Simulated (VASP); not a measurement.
# WSe2 in VASP: notebook

The runs below take WSe2 through single point, with PBE+D3(BJ)+U, PBE+D3(BJ).

All numbers are computed with VASP 6.6.1; they aren't measurements. Logs are shortened: lines on timing, memory, paths and dates and some standing lists are left out, and cuts for length are marked.

### Step 1. The cell of the first run

The cell holds a slab with vacuum, 6 atoms: a = 3.286 Å, b = 3.286 Å, c = 46.078 Å, α = 90.00°, β = 90.00°, γ = 120.00°.

### Step 2. Single point, PBE+D3(BJ)+U

The input, INCAR:

```
SYSTEM = WSe2
PREC = Accurate
ENCUT = 520
EDIFF = 1E-6
ISMEAR = 0
SIGMA = 0.02
LREAL = .False.
LASPH = .True.
NELM = 150
ALGO = Normal
ISIF = 2
LWAVE = .False.
LCHARG = .True.
LMAXMIX = 4
LDAU = .True.
LDAUTYPE = 2
LDAUL = -1 2
LDAUU = 0 1
LDAUJ = 0 0
LDAUPRINT = 1
LDIPOL = .True.
IDIPOL = 3
DIPOL = 0.5 0.5 0.500
GGA = PE
IVDW = 12
LELF = .True.
LVHAR = .True.
LVACPOTAV = .True.
NBANDS = 35
```

The input, KPOINTS:

```
Automatic mesh
0
Gamma
  12 12 1
  0 0 0
```

The input, POSCAR:

```
WSe2
1.0
    3.2855208648      0.0000000000      0.0000000000
   -1.6427604324      2.8453445336      0.0000000000
    0.0000000000      0.0000000000     46.0775279785
Se W
4 2
Direct
    0.3333333333      0.6666666667      0.3872478908
    0.3333333333      0.6666666667      0.4603370982
    0.3333333333      0.6666666667      0.5396628976
    0.3333333333      0.6666666667      0.6127521029
    0.6666666667      0.3333333333      0.4238020873
    0.6666666667      0.3333333333      0.5761979232
```

Potentials or basis: VASP PAW PBE potentials, release 64 (Se, W_sv).

On the command line:

```bash
> cat potpaw_PBE.64/Se/POTCAR potpaw_PBE.64/W_sv/POTCAR > POTCAR
> mpirun -np 1 vasp_std > vasp.out
```

OUTCAR:

```text
SYSTEM = WSe2
   PREC = Accurate
   ENCUT = 520
   EDIFF = 1E-6
   ISMEAR = 0
   LREAL = .False.
   LASPH = .True.
   NELM = 150
   ISIF = 2
   GGA = PE
   IVDW = 12
 IVDW          = 12

 ion  position               nearest neighbor table
   1  0.333  0.667  0.387-   5 2.54   5 2.54   5 2.54
   2  0.333  0.667  0.460-   5 2.54   5 2.54   5 2.54
   3  0.333  0.667  0.540-   6 2.54   6 2.54   6 2.54
   4  0.333  0.667  0.613-   6 2.54   6 2.54   6 2.54
   5  0.667  0.333  0.424-   2 2.54   2 2.54   2 2.54   1 2.54   1 2.54   1 2.54
   6  0.667  0.333  0.576-   3 2.54   3 2.54   3 2.54   4 2.54   4 2.54   4 2.54

  LATTYP: Found a hexagonal cell.
 ALAT       =     3.2855208648
 C/A-ratio  =    14.0244210506

  Lattice vectors:

 A1 = (   3.2855208648,   0.0000000000,   0.0000000000)
 A2 = (  -1.6427604324,   2.8453445336,   0.0000000000)
 A3 = (   0.0000000000,   0.0000000000,  46.0775279785)

Analysis of symmetry for initial positions (statically):
=====================================================================
 Subroutine PRICEL returns:
 Original cell was already a primitive cell.

 Routine SETGRP: Setting up the symmetry group for a
 hexagonal supercell.

 Subroutine GETGRP returns: Found 12 space group operations
 (whereof 12 operations were pure point group operations)
 out of a pool of 24 trial point group operations.

The static configuration has the point symmetry D_3h.

Analysis of symmetry for dynamics (positions and initial velocities):
=====================================================================
 Subroutine PRICEL returns:
 Original cell was already a primitive cell.

 Routine SETGRP: Setting up the symmetry group for a
 hexagonal supercell.

 Subroutine GETGRP returns: Found 12 space group operations
 (whereof 12 operations were pure point group operations)
 out of a pool of 24 trial point group operations.

The dynamic configuration has the point symmetry D_3h.

 Subroutine INISYM returns: Found 12 space group operations
 (whereof 12 operations are pure point group operations),
 and found     1 'primitive' translations

----------------------------------------------------------------------------------------

                                     Primitive cell

  volume of cell :     430.7530

  direct lattice vectors                    reciprocal lattice vectors
     3.285520865  0.000000000  0.000000000     0.304365743  0.175725644  0.000000000
    -1.642760432  2.845344534  0.000000000     0.000000000  0.351451288  0.000000000
     0.000000000  0.000000000 46.077527979     0.000000000  0.000000000  0.021702553

  length of vectors
     3.285520865  3.285520865 46.077527979     0.351451288  0.351451288  0.021702553

  position of ions in fractional coordinates (direct lattice)
     0.333333333  0.666666667  0.387247891
     0.333333333  0.666666667  0.460337098
     0.333333333  0.666666667  0.539662898
     0.333333333  0.666666667  0.612752103
     0.666666667  0.333333333  0.423802087
     0.666666667  0.333333333  0.576197923

  ion indices of the primitive-cell ions
   primitive index   ion index
                 1           1
                 2           2
                 3           3
                 4           4
                 5           5
                 6           6

[... 103 lines left out ...]
  volume of cell :      430.75
 maximum number of plane-waves:     11694
   NGX = 13   NGY = 13   NGZ =171

 dipolmoment           0.000000      0.000000      0.000000 electrons x Angstroem

atom =   5  type =  2  l = 2

 onsite density matrix

spin component  1

  0.3388 -0.0000  0.0000  0.0001 -0.0000
 -0.0000  0.3330  0.0000  0.0000  0.0001
  0.0000  0.0000  0.3552 -0.0000  0.0000
  0.0001  0.0000 -0.0000  0.3330  0.0000
 -0.0000  0.0001  0.0000  0.0000  0.3388

spin component  2

  0.3388 -0.0000  0.0000  0.0001 -0.0000
 -0.0000  0.3330  0.0000  0.0000  0.0001
  0.0000  0.0000  0.3552 -0.0000  0.0000
  0.0001  0.0000 -0.0000  0.3330  0.0000
 -0.0000  0.0001  0.0000  0.0000  0.3388

 occupancies and eigenvectors

  o =  0.3330  v =  0.0105  0.0000  0.0000 -0.9999 -0.0000  0.0000  0.0000  0.0000  0.0000  0.0000      0.0000  0.0000  0.0000  0.0000  0.0000  0.0000  0.0000  0.0000  0.0000  0.0000
  o =  0.3330  v =  0.0000  0.0000  0.0000  0.0000  0.0000  0.0105  0.0000  0.0000 -0.9999 -0.0000      0.0000  0.0000  0.0000  0.0000  0.0000  0.0000  0.0000  0.0000  0.0000  0.0000
  o =  0.3330  v = -0.0000  0.9999  0.0000  0.0000 -0.0105  0.0000  0.0000  0.0000  0.0000  0.0000      0.0000  0.0000  0.0000  0.0000  0.0000  0.0000  0.0000  0.0000  0.0000  0.0000
  o =  0.3330  v =  0.0000  0.0000  0.0000  0.0000  0.0000 -0.0000  0.9999  0.0000  0.0000 -0.0105      0.0000  0.0000  0.0000  0.0000  0.0000  0.0000  0.0000  0.0000  0.0000  0.0000
  o =  0.3388  v =  0.0152  0.0105 -0.0000  0.0002  0.9998  0.0000  0.0000  0.0000  0.0000  0.0000      0.0000  0.0000  0.0000  0.0000  0.0000  0.0000  0.0000  0.0000  0.0000  0.0000
  o =  0.3388  v =  0.0000  0.0000  0.0000  0.0000  0.0000  0.0152  0.0105 -0.0000  0.0002  0.9998      0.0000  0.0000  0.0000  0.0000  0.0000  0.0000  0.0000  0.0000  0.0000  0.0000
  o =  0.3388  v =  0.0000  0.0000  0.0000  0.0000  0.0000  0.9998 -0.0002  0.0000  0.0105 -0.0152      0.0000  0.0000  0.0000  0.0000  0.0000  0.0000  0.0000  0.0000  0.0000  0.0000
  o =  0.3388  v =  0.9998 -0.0002  0.0000  0.0105 -0.0152  0.0000  0.0000  0.0000  0.0000  0.0000      0.0000  0.0000  0.0000  0.0000  0.0000  0.0000  0.0000  0.0000  0.0000  0.0000
  o =  0.3552  v =  0.0000  0.0000  0.0000  0.0000  0.0000 -0.0000 -0.0000 -1.0000 -0.0000 -0.0000      0.0000  0.0000  0.0000  0.0000  0.0000  0.0000  0.0000  0.0000  0.0000  0.0000
  o =  0.3552  v = -0.0000 -0.0000 -1.0000 -0.0000 -0.0000  0.0000  0.0000  0.0000  0.0000  0.0000      0.0000  0.0000  0.0000  0.0000  0.0000  0.0000  0.0000  0.0000  0.0000  0.0000

atom =   6  type =  2  l = 2

 onsite density matrix

spin component  1

  0.3388  0.0000  0.0000 -0.0001  0.0000
  0.0000  0.3330 -0.0000  0.0000 -0.0001
  0.0000 -0.0000  0.3552  0.0000  0.0000
 -0.0001  0.0000  0.0000  0.3330 -0.0000
  0.0000 -0.0001  0.0000 -0.0000  0.3388

spin component  2

  0.3388  0.0000  0.0000 -0.0001  0.0000
  0.0000  0.3330 -0.0000  0.0000 -0.0001
  0.0000 -0.0000  0.3552  0.0000  0.0000
 -0.0001  0.0000  0.0000  0.3330 -0.0000
  0.0000 -0.0001  0.0000 -0.0000  0.3388

 occupancies and eigenvectors

  o =  0.3330  v = -0.0105 -0.0000  0.0000 -0.9999 -0.0000  0.0000  0.0000  0.0000  0.0000  0.0000      0.0000  0.0000  0.0000  0.0000  0.0000  0.0000  0.0000  0.0000  0.0000  0.0000
  o =  0.3330  v =  0.0000  0.0000  0.0000  0.0000  0.0000 -0.0105 -0.0000  0.0000 -0.9999 -0.0000      0.0000  0.0000  0.0000  0.0000  0.0000  0.0000  0.0000  0.0000  0.0000  0.0000
  o =  0.3330  v =  0.0000 -0.9999  0.0000  0.0000 -0.0105  0.0000  0.0000  0.0000  0.0000  0.0000      0.0000  0.0000  0.0000  0.0000  0.0000  0.0000  0.0000  0.0000  0.0000  0.0000
  o =  0.3330  v =  0.0000  0.0000  0.0000  0.0000  0.0000  0.0000 -0.9999  0.0000  0.0000 -0.0105      0.0000  0.0000  0.0000  0.0000  0.0000  0.0000  0.0000  0.0000  0.0000  0.0000
  o =  0.3388  v =  0.9999  0.0000  0.0000 -0.0105  0.0000  0.0000  0.0000  0.0000  0.0000  0.0000      0.0000  0.0000  0.0000  0.0000  0.0000  0.0000  0.0000  0.0000  0.0000  0.0000
  o =  0.3388  v =  0.0000  0.0000  0.0000  0.0000  0.0000  0.9999  0.0000  0.0000 -0.0105  0.0000      0.0000  0.0000  0.0000  0.0000  0.0000  0.0000  0.0000  0.0000  0.0000  0.0000
  o =  0.3388  v =  0.0000  0.0000  0.0000  0.0000  0.0000  0.0000  0.0105  0.0000  0.0000 -0.9999      0.0000  0.0000  0.0000  0.0000  0.0000  0.0000  0.0000  0.0000  0.0000  0.0000
  o =  0.3388  v =  0.0000  0.0105  0.0000  0.0000 -0.9999  0.0000  0.0000  0.0000  0.0000  0.0000      0.0000  0.0000  0.0000  0.0000  0.0000  0.0000  0.0000  0.0000  0.0000  0.0000
  o =  0.3552  v =  0.0000  0.0000  0.0000  0.0000  0.0000  0.0000  0.0000 -1.0000 -0.0000 -0.0000      0.0000  0.0000  0.0000  0.0000  0.0000  0.0000  0.0000  0.0000  0.0000  0.0000
  o =  0.3552  v =  0.0000  0.0000 -1.0000 -0.0000 -0.0000  0.0000  0.0000  0.0000  0.0000  0.0000      0.0000  0.0000  0.0000  0.0000  0.0000  0.0000  0.0000  0.0000  0.0000  0.0000

 number of electron      51.9999994 magnetization

 dipolmoment           0.000000      0.000000     -0.000001 electrons x Angstroem

 Free energy of the ion-electron system (eV)
  ---------------------------------------------------
  ext. energy  EPLUGINS =         0.00000000
  ---------------------------------------------------
  free energy    TOTEN  =       -40.92939512 eV

  energy without entropy =      -40.92939512  energy(sigma->0) =      -40.92939512

 E-fermi :  -1.7941     XC(G=0):  -3.3253

 val. band max:       -1.9025131741   @ k =   0.3333   0.3333   0.0000
 cond. band min:      -0.4460655219   @ k =   0.1667   0.1667   0.0000
 fundamental gap:      1.4564476523
 Fermi energy:        -1.7940877782

 k-point     1 :       0.0000    0.0000    0.0000
  band No.  band energies     occupation
      1     -76.1251      2.00000
      2     -76.1251      2.00000
      3     -40.3606      2.00000
      4     -40.3606      2.00000
      5     -40.2296      2.00000
      6     -40.2296      2.00000
[... 711 lines left out ...]
     34       3.2768      0.00000
     35       3.3763      0.00000

------------------------ aborting loop because EDIFF is reached ----------------------------------------

 Edisp (eV)   -2.28938

 E8    (eV) :    -1.0541

  FORCE on cell =-STRESS in cart. coord.  units (eV):
  Direction    XX          YY          ZZ          XY          YZ          ZX
  --------------------------------------------------------------------------------------
  -------------------------------------------------------------------------------------
  Total       0.48472     0.48472     0.83695     0.00000     0.00000     0.00000
  in kB       1.80291     1.80291     3.11301     0.00000     0.00000     0.00000
  external pressure =        2.24 kB  Pullay stress =        0.00 kB

 VOLUME and BASIS-vectors are now :
 -----------------------------------------------------------------------------
  energy-cutoff  :      520.00
  volume of cell :      430.75
      direct lattice vectors                 reciprocal lattice vectors
     3.285520865  0.000000000  0.000000000     0.304365743  0.175725644  0.000000000
    -1.642760432  2.845344534  0.000000000     0.000000000  0.351451288  0.000000000
     0.000000000  0.000000000 46.077527979     0.000000000  0.000000000  0.021702553

 POSITION                                       TOTAL-FORCE (eV/Angst)
 -----------------------------------------------------------------------------------
     -0.00000      1.89690     17.84343        -0.000000     -0.000000     -0.129309
     -0.00000      1.89690     21.21120        -0.000000      0.000000      0.129901
     -0.00000      1.89690     24.86633        -0.000000      0.000000     -0.129901
     -0.00000      1.89690     28.23410        -0.000000      0.000000      0.129309
      1.64276      0.94845     19.52775         0.000000      0.000000      0.000938
      1.64276      0.94845     26.54978         0.000000     -0.000000     -0.000938
 -----------------------------------------------------------------------------------
    total drift:                               -0.000000      0.000000     -0.000705

  FREE ENERGIE OF THE ION-ELECTRON SYSTEM (eV)
  ---------------------------------------------------
  free  energy   TOTEN  =       -43.2187779229 eV

  energy  without entropy=      -43.2187779229  energy(sigma->0) =      -43.21877792

 vacuum level on the upper side and lower side of the slab         3.126         3.126
```

Wall time 3.7 min (1 thread of Intel Xeon Platinum 8481C at 2.70GHz (Sapphire Rapids), shared host); peak memory 0.63 GiB.

Results:

```
Free energy                : -43.2188 eV
Largest force              : 0.130 eV/Å
Band gap on the k mesh     : 1.46 eV (least direct gap 1.63 eV)
Dispersion energy per atom : -0.382 eV
```

Forces on the atoms (eV/Å):
```
Se   0.000  0.000 -0.129
Se   0.000  0.000  0.130
Se   0.000  0.000 -0.130
Se   0.000  0.000  0.129
W    0.000  0.000  0.001
W    0.000  0.000 -0.001
```

Levels at points of the mesh, in eV from the valence-band top:
| k point | band 24 | band 25 | band 26 | band 27 | band 28 | band 29 |
| --- | --- | --- | --- | --- | --- | --- |
| (0.00, 0.00, 0.00) | -1.19 | -0.61 | -0.14 | 2.93 | 2.93 | 2.98 |
| (0.50, 0.00, 0.00) | -0.95 | -0.95 | -0.91 | 2.46 | 2.47 | 2.68 |

Eigenvalues of the final occupation matrices:
```csv
site,spin,trace,eigenvalues
site 5 d,1,1.70,0.33 0.33 0.34 0.34 0.36
site 5 d,2,1.70,0.33 0.33 0.34 0.34 0.36
site 6 d,1,1.70,0.33 0.33 0.34 0.34 0.36
site 6 d,2,1.70,0.33 0.33 0.34 0.34 0.36
```

Caveat: spin-orbit coupling is left out, which moves the levels of the heavy elements.

(Continued in part 2 of 2.)
